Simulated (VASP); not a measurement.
# TiAl3: relaxation of cell and atoms with PBEsol

The system is TiAl3.

```
Ti Al
1.0
     2.83968    0.00000    0.00000
     0.00000    4.68126    0.00000
     0.00000    0.00000    4.90074
Ti Al
1 3
Direct
  0.00000 0.50000 0.16592
  0.00000 0.00000 0.83590
  0.50000 0.00000 0.33091
  0.50000 0.50000 0.66727
```

```json
{
  "Program": "VASP 6.6.1",
  "Task": "relaxation of cell and atoms",
  "Functional": "PBEsol",
  "Potentials or basis": "VASP PAW PBE potentials, release 64 (Ti_sv, Al)",
  "Cutoff": "600 eV",
  "k mesh": "9 × 6 × 6",
  "Occupations": "fermi-dirac, width 0.05 eV",
  "Spin": "no spin polarisation",
  "Dipole correction": "no",
  "Further INCAR settings": "ALGO = Fast; EDIFF = 1e-06; IBRION = 2; EDIFFG = -0.01; NSW = 60; ISIF = 3"
}
```

The relaxed volume is 15.90 Å³/atom and the relaxed cell is a = 2.766 Å, b = 4.688 Å, c = 4.905 Å, α = 90.00°, β = 90.00°, γ = 90.00°. The space group after relaxing (to 0.05 Å) is Pmm2 (No. 25). The energy gained by relaxing is 6.2 meV/atom. The ionic steps are 15, the pressure after relaxing is 0.0 GPa and the largest force after relaxing is 0.008 eV/Å.

Forces in eV/Å, atoms in the order of the input:
```
Ti   0.000  0.000 -0.006
Al   0.000  0.000 -0.008
Al   0.000  0.000  0.008
Al   0.000  0.000  0.006
```

Stress tensor (GPa, compression positive):
```
-0.05  0.00  0.00
 0.00  0.04  0.00
 0.00  0.00  0.09
```

Step by step:
```csv
step,energy change (eV),largest force (eV/Å),pressure (GPa),volume (Å³)
1,0.0000,0.0483,-2.32,65.15
2,-0.0184,0.0720,1.14,62.94
3,-0.0193,0.0617,0.54,63.31
4,-0.0227,0.0647,0.19,63.51
5,-0.0232,0.0658,0.06,63.61
6,-0.0238,0.0487,-0.06,63.69
7,-0.0242,0.0342,-0.33,63.86
8,-0.0245,0.0246,-0.21,63.74
9,-0.0246,0.0169,-0.07,63.65
10,-0.0247,0.0132,0.02,63.60
11,-0.0247,0.0145,0.04,63.61
12,-0.0247,0.0174,0.01,63.63
13,-0.0247,0.0140,0.00,63.62
14,-0.0247,0.0127,0.01,63.61
15,-0.0247,0.0077,0.03,63.61
```

Final structure:
```cif
data_structure
_symmetry_space_group_name_H-M 'P 1'
_symmetry_Int_Tables_number 1
_cell_length_a 2.7662
_cell_length_b 4.6882
_cell_length_c 4.9051
_cell_angle_alpha 90.000
_cell_angle_beta 90.000
_cell_angle_gamma 90.000
_cell_volume 63.61
loop_
_atom_site_label
_atom_site_type_symbol
_atom_site_fract_x
_atom_site_fract_y
_atom_site_fract_z
_atom_site_occupancy
Ti1 Ti 0.00000 0.50000 0.16288 1
Al1 Al 0.00000 0.00000 0.84048 1
Al2 Al 0.50000 0.00000 0.33374 1
Al3 Al 0.50000 0.50000 0.66290 1
```

Levels at points of the mesh, in eV from the Fermi level:
| k point | band 8 | band 9 | band 10 | band 11 | band 12 | band 13 | band 14 |
| --- | --- | --- | --- | --- | --- | --- | --- |
| (0.00, 0.00, 0.00) | -3.61 | -2.74 | -0.87 | -0.45 | 2.57 | 2.59 | 2.65 |
| (0.00, 0.50, 0.00) | -3.28 | -2.07 | -1.59 | -0.21 | 2.52 | 2.58 | 2.67 |
| (0.00, 0.00, 0.50) | -2.39 | -2.21 | -1.17 | -0.35 | 2.28 | 2.49 | 2.66 |
| (0.00, 0.50, 0.50) | -4.87 | -0.23 | -0.09 | 0.70 | 2.51 | 2.54 | 3.53 |

Run time: 15 min on 1 thread of Intel(R) Xeon(R) Platinum 8259CL CPU @ 2.50GHz (Skylake/Cascade Lake) (shared host), peak memory 0.26 GiB.

Caveat: the PAW data sets were made with another functional, which shifts forces and pressure a little.
